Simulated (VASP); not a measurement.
# Ga in VASP: density of states with PBE

Aim: the density of states of Ga with PBE.

Everything below comes from runs of VASP 6.6.1. Logs are shortened: lines on timing, memory, paths and dates and some standing lists are left out, and cuts for length are marked.

**1. The cell of the first run**

The cell holds a sheet with vacuum, 2 atoms: a = 2.815 Å, b = 2.815 Å, c = 29.172 Å, α = 90.00°, β = 90.00°, γ = 120.00°.

**2. Density of states, PBE**

Input file POSCAR:

```
Ga
1.0
    2.8147868138      0.0000002816      0.0000000000
   -1.4073936508      2.4376767462      0.0000000000
    0.0000000000      0.0000000000     29.1724358800
Ga
2
Direct
    0.0000000000      0.0000000000      0.3378198591
    0.0000000000      0.0000000000      0.2449220165
```

Input file INCAR.step1:

```
PREC = Accurate
ENCUT = 520
EDIFF = 1E-6
ISMEAR = 0
SIGMA = 0.1
LREAL = False
LASPH = True
NELM = 80
ALGO = Normal
ISIF = 2
LWAVE = False
LCHARG = True
LDIPOL = True
IDIPOL = 3
DIPOL = 0.5 0.5 0.291
GGA = PE
NBANDS = 20
```

Input file KPOINTS.step1:

```
regular mesh
0
Gamma
  24 24 1
```

Input file INCAR.step2:

```
PREC = Accurate
ENCUT = 520
EDIFF = 1E-6
ISMEAR = -5
SIGMA = 0.1
LREAL = False
LASPH = True
NELM = 80
ALGO = Normal
ISIF = 2
LWAVE = False
LCHARG = False
LDIPOL = True
IDIPOL = 3
DIPOL = 0.5 0.5 0.291
GGA = PE
LORBIT = 11
NEDOS = 2001
ICHARG = 11
```

Input file KPOINTS.step2:

```
regular mesh
0
Gamma
  36 36 1
```

Potentials or basis: VASP PAW PBE potentials, release 64 (Ga_d).

Started as:

```bash
$ cat potpaw_PBE.64/Ga_d/POTCAR > POTCAR
$ cp INCAR.step1 INCAR
$ cp KPOINTS.step1 KPOINTS
$ mpirun -np 1 vasp_std > vasp.out
$ cp INCAR.step2 INCAR
$ cp KPOINTS.step2 KPOINTS
$ mpirun -np 1 vasp_std > vasp.out
```

OUTCAR:

```text
PREC = Accurate
   ENCUT = 520
   EDIFF = 1E-6
   ISMEAR = -5
   LREAL = False
   LASPH = True
   NELM = 80
   ISIF = 2
   GGA = PE
   LORBIT = 11
   ICHARG = 11

 ion  position               nearest neighbor table
   1  0.000  0.000  0.338-   2 2.71
   2  0.000  0.000  0.245-   1 2.71

  LATTYP: Found a hexagonal cell.
 ALAT       =     2.8147868138
 C/A-ratio  =    10.3639947924

  Lattice vectors:

 A1 = (   2.8147868138,   0.0000002816,   0.0000000000)
 A2 = (  -1.4073936508,   2.4376767462,   0.0000000000)
 A3 = (   0.0000000000,   0.0000000000,  29.1724358800)

Analysis of symmetry for initial positions (statically):
=====================================================================
 Subroutine PRICEL returns:
 Original cell was already a primitive cell.

 Routine SETGRP: Setting up the symmetry group for a
 hexagonal supercell.

 Subroutine GETGRP returns: Found 24 space group operations
 (whereof 12 operations were pure point group operations)
 out of a pool of 24 trial point group operations.

The static configuration has the point symmetry C_6v.
 The point group associated with its full space group is D_6h.

Analysis of symmetry for dynamics (positions and initial velocities):
=====================================================================
 Subroutine PRICEL returns:
 Original cell was already a primitive cell.

 Routine SETGRP: Setting up the symmetry group for a
 hexagonal supercell.

 Subroutine GETGRP returns: Found 24 space group operations
 (whereof 12 operations were pure point group operations)
 out of a pool of 24 trial point group operations.

The dynamic configuration has the point symmetry C_6v.
 The point group associated with its full space group is D_6h.

 Subroutine INISYM returns: Found 24 space group operations
 (whereof 12 operations are pure point group operations),
 and found     1 'primitive' translations

----------------------------------------------------------------------------------------

                                     Primitive cell

  volume of cell :     200.1679

  direct lattice vectors                    reciprocal lattice vectors
     2.814786814  0.000000282  0.000000000     0.355266671  0.205113356  0.000000000
    -1.407393651  2.437676746  0.000000000    -0.000000041  0.410226641  0.000000000
     0.000000000  0.000000000 29.172435880     0.000000000  0.000000000  0.034278934

  length of vectors
     2.814786814  2.814786814 29.172435880     0.410226641  0.410226641  0.034278934

  position of ions in fractional coordinates (direct lattice)
     0.000000000  0.000000000  0.337819859
     0.000000000  0.000000000  0.244922016

  ion indices of the primitive-cell ions
   primitive index   ion index
                 1           1
                 2           2

----------------------------------------------------------------------------------------

 KPOINTS: regular mesh

Automatic generation of k-mesh.
 Grid dimensions read from file:
 generate k-points for:   36   36    1

 Generating k-lattice:

  Cartesian coordinates                     Fractional coordinates (reciprocal lattice)
     0.009868519  0.005697593  0.000000000     0.027777778  0.000000000  0.000000000
    -0.000000001  0.011395184  0.000000000     0.000000000  0.027777778  0.000000000
     0.000000000  0.000000000  0.034278934     0.000000000  0.000000000  1.000000000

  Length of vectors
     0.011395184  0.011395184  0.034278934

  Shift w.r.t. Gamma in fractional coordinates (k-lattice)
     0.000000000  0.000000000  0.000000000

 TETIRR: Found    664 inequivalent tetrahedra from     7776

 Subroutine IBZKPT returns following result:
 ===========================================

 Found    127 irreducible k-points:

 Following reciprocal coordinates:
            Coordinates               Weight
  0.000000  0.000000  0.000000      1.000000
  0.027778  0.000000  0.000000      6.000000
  0.055556  0.000000  0.000000      6.000000
  0.083333 -0.000000  0.000000      6.000000
  0.111111  0.000000  0.000000      6.000000
  0.138889 -0.000000  0.000000      6.000000
[... 16 lines left out ...]
  0.111111  0.027778  0.000000     12.000000
  0.138889  0.027778  0.000000     12.000000
 [... further k-points ...]
   k-points           NKPTS =    127   k-points in BZ     NKDIM =    127   number of bands    NBANDS=     17
   number of dos      NEDOS =   2001   number of ions     NIONS =      2
   total plane-waves  NPLWV = 129024
   dimension x,y,z NGX =    24 NGY =   24 NGZ =  224
   dimension x,y,z NGXF=    48 NGYF=   48 NGZF=  448
   ions per type =               2
   NGX,Y,Z   is equivalent  to a cutoff of  14.17, 14.17, 12.77 a.u.
   NGXF,Y,Z  is equivalent  to a cutoff of  28.35, 28.35, 25.53 a.u.
 SYSTEM =  unknown system
   PREC   = accura    normal or accurate (medium, high low for compatibility)
   ISTART =      0    job   : 0-new  1-cont  2-samecut
   ICHARG =     11    charge: 1-file 2-atom 10-const
   ISPIN  =      1    spin polarized calculation?
   LNONCOLLINEAR =      F non collinear calculations
   LSORBIT =      F    spin-orbit coupling
   LASPH  =      T    aspherical Exc in radial PAW
   ENCUT  =  520.0 eV  38.22 Ry    6.18 a.u.   5.23  5.23 54.24*2*pi/ulx,y,z
   NELM   =     80;   NELMIN=  2; NELMDL=  0     # of ELM steps
   EDIFF  = 0.1E-05   stopping-criterion for ELM
   LREAL  =      F    real-space projection
   EDIFFG = 0.1E-04   stopping-criterion for IOM
   NSW    =      0    number of steps for IOM
   IBRION =     -1    ionic relax: 0-MD 1-quasi-New 2-CG
   NFREE  =      0    steps in history (QN), initial steepest desc. (CG)
   ISIF   =      2    stress and relaxation
   ISYM   =      2    0-nonsym 1-usesym 2-fastsym
   POTIM  = 0.5000    time-step for ionic-motion
   TEBEG  =    0.0;   TEEND  =   0.0 temperature during run
   PSTRESS=    0.0 pullay stress
   NELECT =      26.0000    total number of electrons
   NUPDOWN=      -1.0000    fix difference up-down
   EMIN   =  10.00;   EMAX   =-10.00  energy-range for DOS
   EFERMI =   0.00;   METHOD = LEGACY
   ISMEAR =    -5;   SIGMA  =   0.10  broadening in eV -4-tet -1-fermi 0-gaus
   EFERMI_NEDOS =   21; number of points for ismear=-14 and -15
   IALGO  =     38    algorithm
   IMIX   =      4    mixing-type and parameters
     AMIX     =   0.40;   BMIX     =  1.00
     AMIX_MAG =   1.60;   BMIX_MAG =  1.00
  volume/ion in A,a.u.               =     100.08       675.40
  Fermi-wavevector in a.u.,A,eV,Ry     =   0.829089  1.566751  9.352490  0.687389
  Thomas-Fermi vector in A             =   1.941576
   LORBIT       =     11    0 simple, 1 ext, 2 COOP (PROOUT), +10 PAW based schemes
   GGA     = PE    functional components
   LHFCALC =     F    Hartree Fock is set to
   AEXX    =    0.0000 exact exchange contribution
   IVDW    =     0    specifies the selected vdW correction
   LEPSILON=     F    determine dielectric tensor
   LRPA    =     F    only Hartree local field effects (RPA)
 non-spin polarized calculation
 Fermi weights with tetrahedron method with Bloechl corrections
  energy-cutoff  :      520.00
  volume of cell :      200.17
 maximum number of plane-waves:      5436
 NGX is ok and might be reduce to    24

 number of electron      26.0000019 magnetization

 dipolmoment           0.000000      0.000000     -0.000046 electrons x Angstroem

 Free energy of the ion-electron system (eV)
  ---------------------------------------------------
  ext. energy  EPLUGINS =         0.00000000
  ---------------------------------------------------
  free energy    TOTEN  =        -5.43676868 eV

  energy without entropy =       -5.43676868  energy(sigma->0) =       -5.43676868

 E-fermi :  -2.2334     XC(G=0):  -2.5877

 val. band max:       -2.2109845118   @ k =   0.3611   0.2778   0.0000
 cond. band min:      -2.2133745445   @ k =   0.3056   0.0556   0.0000
 fundamental gap:     -0.0023900328
 Fermi energy:        -2.2334424684

 k-point     1 :       0.0000    0.0000    0.0000
  band No.  band energies     occupation
      1     -17.3167      2.00000
      2     -17.1656      2.00000
      3     -17.1164      2.00000
      4     -17.1164      2.00000
      5     -17.1035      2.00000
      6     -17.1035      2.00000
[... 9 lines left out ...]
     16       1.8405      0.00000
     17       1.8955      0.00000

 k-point     2 :       0.0278    0.0000    0.0000
  band No.  band energies     occupation
      1     -17.3151      2.00000
      2     -17.1634      2.00000
      3     -17.1172      2.00000
      4     -17.1142      2.00000
      5     -17.1042      2.00000
      6     -17.1013      2.00000
[... 9 lines left out ...]
     16       1.8601      0.00000
     17       1.9150      0.00000

 k-point     3 :       0.0556    0.0000    0.0000
  band No.  band energies     occupation
      1     -17.3103      2.00000
      2     -17.1572      2.00000
      3     -17.1195      2.00000
      4     -17.1075      2.00000
      5     -17.1058      2.00000
      6     -17.0947      2.00000
[... 9 lines left out ...]
     16       1.9188      0.00000
     17       1.9735      0.00000

 k-point     4 :       0.0833   -0.0000    0.0000
  band No.  band energies     occupation
      1     -17.3027      2.00000
      2     -17.1492      2.00000
      3     -17.1231      2.00000
      4     -17.1067      2.00000
      5     -17.0966      2.00000
      6     -17.0840      2.00000
[... 9 lines left out ...]
     16       2.0166      0.00000
     17       2.0709      0.00000
[... 343 lines left out ...]
      1     -17.2971      2.00000
      2     -17.1438      2.00000
      3     -17.1258      2.00000
      4     -17.1081      2.00000
      5     -17.0879      2.00000
      6     -17.0741      2.00000
[... 9 lines left out ...]
     16       2.0948      0.00000
     17       2.1489      0.00000

 k-point    23 :       0.1111    0.0278    0.0000
  band No.  band energies     occupation
      1     -17.2869      2.00000
      2     -17.1423      2.00000
      3     -17.1306      2.00000
      4     -17.1001      2.00000
      5     -17.0713      2.00000
      6     -17.0568      2.00000
[... 9 lines left out ...]
     16       2.2512      0.00000
     17       2.3048      0.00000

 k-point    24 :       0.1389    0.0278    0.0000
  band No.  band energies     occupation
      1     -17.2763      2.00000
      2     -17.1484      2.00000
      3     -17.1351      2.00000
      4     -17.0830      2.00000
      5     -17.0515      2.00000
      6     -17.0363      2.00000
[... 9 lines left out ...]
     16       2.4465      0.00000
     17       2.4995      0.00000

 [... further k-points ...]

------------------------ aborting loop because EDIFF is reached ----------------------------------------

 vacuum level on the upper side and lower side of the slab       (xc-potential included)        -0.008        -0.007

  FORCE on cell =-STRESS in cart. coord.  units (eV):
  Direction    XX          YY          ZZ          XY          YZ          ZX
  --------------------------------------------------------------------------------------
  -------------------------------------------------------------------------------------
  Total       -0.0073852     -0.0073852     -0.2085085      0.0000000      0.0000000     -0.0000000
  in kB       -0.0591122     -0.0591122     -1.6689369      0.0000000      0.0000000     -0.0000000
  external PRESSURE =      -0.5957205 kB  Pullay stress =       0.0000000 kB

 VOLUME and BASIS-vectors are now :
 -----------------------------------------------------------------------------
  energy-cutoff  :      520.00
  volume of cell :      200.17
      direct lattice vectors                 reciprocal lattice vectors
     2.814786814  0.000000282  0.000000000     0.355266671  0.205113356  0.000000000
    -1.407393651  2.437676746  0.000000000    -0.000000041  0.410226641  0.000000000
     0.000000000  0.000000000 29.172435880     0.000000000  0.000000000  0.034278934

 POSITION                                       TOTAL-FORCE (eV/Angst)
 -----------------------------------------------------------------------------------
      0.00000      0.00000      9.85503        -0.000000     -0.000000      0.008881
      0.00000      0.00000      7.14497         0.000000      0.000000     -0.008881
 -----------------------------------------------------------------------------------
    total drift:                               -0.000000     -0.000000     -0.017046

  FREE ENERGIE OF THE ION-ELECTRON SYSTEM (eV)
  ---------------------------------------------------
  free  energy   TOTEN  =        -5.4367686757 eV

  energy  without entropy=       -5.4367686757  energy(sigma->0) =       -5.43676868

 vacuum level on the upper side and lower side of the slab         1.797         1.799

 total charge

# of ion       s       p       d       tot
------------------------------------------
    1        1.027   0.566   9.949  11.542
    2        1.027   0.566   9.949  11.542
--------------------------------------------------
tot          2.053   1.132  19.898  23.083
```

Wall time 16 min (1 thread of AMD EPYC 7R13, shared host); peak memory 0.55 GiB.

What came out:

| Item | Value |
| --- | --- |
| Valence electrons inside the program's atomic spheres | Ga 11.54 |

Levels at points of the mesh, in eV from the Fermi level:
```csv
k point,band 9,band 10,band 11,band 12,band 13,band 14,band 15,band 16,band 17
"(0.00, 0.00, 0.00)",-14.67,-14.67,-10.32,-8.18,-2.78,1.25,3.58,4.07,4.13
"(0.50, 0.00, 0.00)",-14.58,-14.57,-4.22,-3.32,-1.91,-1.66,2.32,5.74,6.95
```

Caveat: tetrahedron occupations give inexact forces and stress in metals.
